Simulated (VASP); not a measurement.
Wanted: the native input for a VASP 6.6.1 run.

```
Task                   : electric field gradients
Functional             : LDA
Potentials or basis    : VASP PAW LDA potentials, release 64 (Y_sv, N)
Cutoff                 : 520 eV
k mesh                 : 9 × 9 × 9
Occupations            : fermi-dirac, width 0.03 eV
Spin                   : no spin polarisation
Dipole correction      : no
Further INCAR settings : ALGO = Normal; EDIFF = 1e-08; NBANDS = 15
```

The structure of YN lies in POSCAR:

```
YN
1.0
    0.0000000000      2.4138670027      2.4138670027
    2.4138670027      0.0000000000      2.4138670027
    2.4138670027      2.4138670027      0.0000000000
Y N
1 1
Direct
    0.0000000000      0.0000000000      0.0000000000
    0.5000000000      0.5000000000      0.5000000000
```

These files were run (other wordings do the same):

INCAR

```
ALGO     = Normal         # electronic algorithm
EDIFF    = 1E-8           # SCF threshold, eV
ENCUT    = 520            # plane-wave cutoff, eV
GGA_COMPAT= False        
ISIF     = 2              # what is computed and relaxed
ISMEAR   = -1             # smearing method
LASPH    = True           # aspherical terms in the spheres
LCHARG   = False          # write CHGCAR
LEFG     = True         
LREAL    = False          # projectors in reciprocal space
LWAVE    = False          # write WAVECAR
NBANDS   = 15             # bands
NELM     = 120            # most SCF steps
PREC     = Accurate       # precision mode
SIGMA    = 0.03           # smearing width, eV
```

KPOINTS

```
k-points
0
Gamma
  9 9 9
```

Potentials or basis: VASP PAW LDA potentials, release 64 (Y_sv, N).

Run with:

```bash
$ cat potpaw_LDA.64/Y_sv/POTCAR potpaw_LDA.64/N/POTCAR > POTCAR
$ mpirun -np 1 vasp_std > vasp.out
```

Results of the run:

| Item | Value |
| --- | --- |
| Pressure | -0.7 GPa |
| Band gap on the k mesh | 0.08 eV (least direct gap 0.45 eV) |
| Largest electric field gradient by atom | zero within the noise of the run |

Caveat: an odd mesh through Γ misses points on the zone boundary, where band edges can lie.

Run time: 31 s on 1 thread of AMD EPYC 7R43 64-Core Processor (Zen 3), with other jobs on the host, peak memory 0.13 GiB.
